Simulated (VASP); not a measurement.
# B5N (F-43m) in VASP: further runs

Runs on B5N. Level: PBE. Tasks: single point, relaxation of cell and atoms.

All numbers are computed with VASP 6.6.1; they aren't measurements. Logs are shortened: lines on timing, memory, paths and dates and some standing lists are left out, and cuts for length are marked.

### 1 The cell of the first run

It takes space group F-43m (No. 216, cubic). The conventional cell has a = 5.376 Å, b = 5.376 Å, c = 5.376 Å, α = 90.00°, β = 90.00°, γ = 90.00°. Within 2.5 Å of B (site symmetry 3m) lie 9 B at 1.88 to 2.23 Å and 3 N at 2.23 Å. Within 2.9 Å of B (site symmetry -43m) lie 12 B at 2.23 Å and 4 N at 2.33 Å. N (site symmetry -43m) has 16 B at 2.23 to 2.33 Å within 2.9 Å.

### 2 Single point, PBE

INCAR

```
SYSTEM = B5N
ALGO     = Normal         ! electronic algorithm
EDIFF    = 1E-6           ! SCF threshold, eV
ENCUT    = 520            ! plane-wave cutoff, eV
GGA      = PE             ! functional
ISIF     = 2              ! what is computed and relaxed
ISMEAR   = 0              ! smearing method
LASPH    = .True.         ! aspherical terms in the spheres
LCHARG   = .False.        ! write CHGCAR
LREAL    = .False.        ! projectors in reciprocal space
LWAVE    = .False.        ! write WAVECAR
NBANDS   = 19             ! bands
NELM     = 100            ! most SCF steps
PREC     = Accurate       ! precision mode
SIGMA    = 0.1            ! smearing width, eV
```

KPOINTS

```
k-points
0
Gamma
  12 12 12
  0 0 0
```

POSCAR

```
B5N
1.0
    0.0000000000      2.6878782886      2.6878782886
    2.6878782886      0.0000000000      2.6878782886
    2.6878782886      2.6878782886      0.0000000000
B N
5 1
Direct
    0.8715414689      0.3761528437      0.3761528437
    0.7500000000      0.7500000000      0.7500000000
    0.3761528437      0.3761528437      0.8715414689
    0.3761528437      0.8715414689      0.3761528437
    0.3761528437      0.3761528437      0.3761528437
    0.0000000000      0.0000000000      0.0000000000
```

Potentials or basis: VASP PAW PBE potentials, release 64 (B, N).

Command:

```console
$ cat potpaw_PBE.64/B/POTCAR potpaw_PBE.64/N/POTCAR > POTCAR
$ mpirun -np 1 vasp_std > vasp.out
```

OUTCAR:

```text
SYSTEM = B5N
   EDIFF = 1E-6
   ENCUT = 520
   GGA = PE
   ISIF = 2
   ISMEAR = 0
   LASPH = .True.
   LREAL = .False.
   NELM = 100
   PREC = Accurate

 ion  position               nearest neighbor table
   1  0.872  0.376  0.376-   3 1.88   4 1.88   5 1.88   5 1.92   3 1.92   4 1.92
   2  0.750  0.750  0.750-
   3  0.376  0.376  0.872-   1 1.88   4 1.88   5 1.88   5 1.92   4 1.92   1 1.92
   4  0.376  0.872  0.376-   1 1.88   3 1.88   5 1.88   3 1.92   5 1.92   1 1.92
   5  0.376  0.376  0.376-   1 1.88   3 1.88   4 1.88   3 1.92   4 1.92   1 1.92
   6  0.000  0.000  0.000-

  LATTYP: Found a face centered cubic cell.
 ALAT       =     5.3757565772

  Lattice vectors:

 A1 = (   0.0000000000,   2.6878782886,   2.6878782886)
 A2 = (   2.6878782886,   0.0000000000,   2.6878782886)
 A3 = (   2.6878782886,   2.6878782886,   0.0000000000)

Analysis of symmetry for initial positions (statically):
=====================================================================
 Subroutine PRICEL returns:
 Original cell was already a primitive cell.

 Routine SETGRP: Setting up the symmetry group for a
 face centered cubic supercell.

 Subroutine GETGRP returns: Found 24 space group operations
 (whereof 24 operations were pure point group operations)
 out of a pool of 48 trial point group operations.

The static configuration has the point symmetry T_d .

Analysis of symmetry for dynamics (positions and initial velocities):
=====================================================================
 Subroutine PRICEL returns:
 Original cell was already a primitive cell.

 Routine SETGRP: Setting up the symmetry group for a
 face centered cubic supercell.

 Subroutine GETGRP returns: Found 24 space group operations
 (whereof 24 operations were pure point group operations)
 out of a pool of 48 trial point group operations.

The dynamic configuration has the point symmetry T_d .

 Subroutine INISYM returns: Found 24 space group operations
 (whereof 24 operations are pure point group operations),
 and found     1 'primitive' translations

----------------------------------------------------------------------------------------

                                     Primitive cell

  volume of cell :      38.8382

  direct lattice vectors                    reciprocal lattice vectors
     0.000000000  2.687878289  2.687878289    -0.186020328  0.186020328  0.186020328
[... 95 lines left out ...]
   LREAL  =      F    real-space projection
   EDIFFG = 0.1E-04   stopping-criterion for IOM
   NSW    =      0    number of steps for IOM
   IBRION =     -1    ionic relax: 0-MD 1-quasi-New 2-CG
   NFREE  =      0    steps in history (QN), initial steepest desc. (CG)
   ISIF   =      2    stress and relaxation
   ISYM   =      2    0-nonsym 1-usesym 2-fastsym
   POTIM  = 0.5000    time-step for ionic-motion
   TEBEG  =    0.0;   TEEND  =   0.0 temperature during run
   PSTRESS=    0.0 pullay stress
   NELECT =      20.0000    total number of electrons
   NUPDOWN=      -1.0000    fix difference up-down
   EMIN   =  10.00;   EMAX   =-10.00  energy-range for DOS
   EFERMI =   0.00;   METHOD = LEGACY
   ISMEAR =     0;   SIGMA  =   0.10  broadening in eV -4-tet -1-fermi 0-gaus
   EFERMI_NEDOS =   21; number of points for ismear=-14 and -15
   IALGO  =     38    algorithm
   IMIX   =      4    mixing-type and parameters
     AMIX     =   0.40;   BMIX     =  1.00
     AMIX_MAG =   1.60;   BMIX_MAG =  1.00
  volume/ion in A,a.u.               =       6.47        43.68
  Fermi-wavevector in a.u.,A,eV,Ry     =   1.312196  2.479690 23.427289  1.721857
  Thomas-Fermi vector in A             =   2.442605
   LORBIT       =      0    0 simple, 1 ext, 2 COOP (PROOUT), +10 PAW based schemes
   GGA     = PE    functional components
   LHFCALC =     F    Hartree Fock is set to
   AEXX    =    0.0000 exact exchange contribution
   IVDW    =     0    specifies the selected vdW correction
   LEPSILON=     F    determine dielectric tensor
   LRPA    =     F    only Hartree local field effects (RPA)
 non-spin polarized calculation
 Gauss-broadening in eV      SIGMA  =   0.10
  energy-cutoff  :      520.00
  volume of cell :       38.84
 maximum number of plane-waves:      1063
   NGX = 15   NGY = 15   NGZ = 15

 number of electron      19.9999999 magnetization

 Free energy of the ion-electron system (eV)
  ---------------------------------------------------
  ext. energy  EPLUGINS =         0.00000000
  ---------------------------------------------------
  free energy    TOTEN  =       -29.41487542 eV

  energy without entropy =      -29.40196865  energy(sigma->0) =      -29.40842203

 E-fermi :   9.1507     XC(G=0): -12.7266

 val. band max:        9.1429603822   @ k =   0.0833   0.0833   0.0000
 cond. band min:       9.1616193263   @ k =  -0.4167   0.1667   0.0000
 fundamental gap:      0.0186589440
 Fermi energy:         9.1507303825

 k-point     1 :       0.0000    0.0000    0.0000
  band No.  band energies     occupation
      1     -10.1903      2.00000
      2      -2.0932      2.00000
      3       0.3727      2.00000
      4       1.9306      2.00000
      5       1.9306      2.00000
      6       1.9306      2.00000
[... 505 lines left out ...]
      6       2.6432      2.00000
[... 11 lines left out ...]
     18      17.1389      0.00000
     19      18.1557      0.00000

 [... further k-points ...]

------------------------ aborting loop because EDIFF is reached ----------------------------------------

  FORCE on cell =-STRESS in cart. coord.  units (eV):
  Direction    XX          YY          ZZ          XY          YZ          ZX
  --------------------------------------------------------------------------------------
  -------------------------------------------------------------------------------------
  Total       -0.0374226     -0.0374226     -0.0374226      0.0000000      0.0000000      0.0000000
  in kB       -1.5437819     -1.5437819     -1.5437819      0.0000000      0.0000000      0.0000000
  external PRESSURE =      -1.5437819 kB  Pullay stress =       0.0000000 kB

 VOLUME and BASIS-vectors are now :
 -----------------------------------------------------------------------------
  energy-cutoff  :      520.00
  volume of cell :       38.84
      direct lattice vectors                 reciprocal lattice vectors
     0.000000000  2.687878289  2.687878289    -0.186020328  0.186020328  0.186020328
     2.687878289  0.000000000  2.687878289     0.186020328 -0.186020328  0.186020328
     2.687878289  2.687878289  0.000000000     0.186020328  0.186020328 -0.186020328

 POSITION                                       TOTAL-FORCE (eV/Angst)
 -----------------------------------------------------------------------------------
      2.02211      3.35365      3.35365        -0.000439      0.000439      0.000439
      4.03182      4.03182      4.03182         0.000000      0.000000      0.000000
      3.35365      3.35365      2.02211         0.000439      0.000439     -0.000439
      3.35365      2.02211      3.35365         0.000439     -0.000439      0.000439
      2.02211      2.02211      2.02211        -0.000439     -0.000439     -0.000439
      0.00000      0.00000      0.00000         0.000000      0.000000      0.000000
 -----------------------------------------------------------------------------------
    total drift:                               -0.000000     -0.000000     -0.000000

  FREE ENERGIE OF THE ION-ELECTRON SYSTEM (eV)
  ---------------------------------------------------
  free  energy   TOTEN  =       -29.4148754153 eV

  energy  without entropy=      -29.4019686464  energy(sigma->0) =      -29.40842203
```

It took 74 s on 1 thread of Intel Xeon 8259CL, shared host; peak memory 0.18 GiB.

Results:

- Free energy: -29.4149 eV
- Pressure: -0.2 GPa
- Band gap on the k mesh: zero (band 10 reaches 10.13 eV, above the bottom of band 11 at 6.95 eV)

[end of part 1 of 2]
